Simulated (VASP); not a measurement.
Write the native input for VASP 6.6.1 that does the following.

```yaml
Task: electric field gradients
Functional: r2SCAN
Potentials_or_basis: VASP PAW PBE potentials, release 64 (Zn, F)
Cutoff: 580 eV
k_mesh: 7 × 7 × 11
Occupations: fermi-dirac, width 0.01 eV
Spin: no spin polarisation
Dipole_correction: no
Further_INCAR_settings: ALGO = Normal; EDIFF = 1e-08; NBANDS = 35
```

ZnF2:

```
CELL_PARAMETERS angstrom
4.70294 0.00000 0.00000
0.00000 4.70294 0.00000
0.00000 0.00000 3.13289
ATOMIC_POSITIONS crystal
Zn 0.50000 0.50000 0.50000
Zn 0.00000 0.00000 0.00000
F 0.69686 0.69686 0.00000
F 0.80314 0.19686 0.50000
F 0.30314 0.30314 0.00000
F 0.19686 0.80314 0.50000
```

One way to write it, as run:

POSCAR

```
ZnF2
1.0
    4.7029441700      0.0000000000      0.0000000000
    0.0000000000      4.7029441700      0.0000000000
    0.0000000000      0.0000000000      3.1328902100
Zn F
2 4
Direct
    0.5000000000      0.5000000000      0.5000000000
    0.0000000000      0.0000000000      0.0000000000
    0.6968616200      0.6968616200      0.0000000000
    0.8031383800      0.1968616200      0.5000000000
    0.3031383800      0.3031383800      0.0000000000
    0.1968616200      0.8031383800      0.5000000000
```

INCAR.step1

```
ALGO = Normal
EDIFF = 1E-5
ENCUT = 580
GGA = PE
GGA_COMPAT = False
ISMEAR = -1
LASPH = True
LCHARG = False
LREAL = False
LWAVE = True
NBANDS = 35
NELM = 120
PREC = Accurate
SIGMA = 0.01
```

INCAR.step2

```
ALGO = Normal
EDIFF = 1E-8
ENCUT = 580
GGA_COMPAT = False
ISIF = 2
ISMEAR = -1
ISTART = 1
LASPH = True
LCHARG = False
LEFG = True
LMIXTAU = True
LREAL = False
LWAVE = False
METAGGA = R2SCAN
NBANDS = 35
NELM = 120
PREC = Accurate
SIGMA = 0.01
```

KPOINTS

```
k-points
0
Gamma
  7 7 11
```

Potentials or basis: VASP PAW PBE potentials, release 64 (Zn, F).

The run is started by

```bash
$ cat potpaw_PBE.64/Zn/POTCAR potpaw_PBE.64/F/POTCAR > POTCAR
$ cp INCAR.step1 INCAR
$ mpirun -np 1 vasp_std > vasp.out
$ cp INCAR.step2 INCAR
$ mpirun -np 1 vasp_std > vasp.out
```

It gave:

| Quantity | Value |
| --- | --- |
| Pressure | 0.3 GPa |
| Largest force | 0.006 eV/Å |
| Band gap on the k mesh | 4.21 eV |
| Largest electric field gradient by atom | Zn +22.6; F -84.0 V/Å² |

Caveat: without QUAD_EFG the Cq values of the log hold for a quadrupole moment of 1 mb, not for the nuclei; the PAW data sets were made with another functional, which shifts forces and pressure a little; an odd mesh through Γ misses points on the zone boundary, where band edges can lie.

Wall time 6.3 min on 1 thread of Intel(R) Xeon(R) 6975P-C (Granite Rapids), with other jobs on the host, peak memory 0.3 GiB.
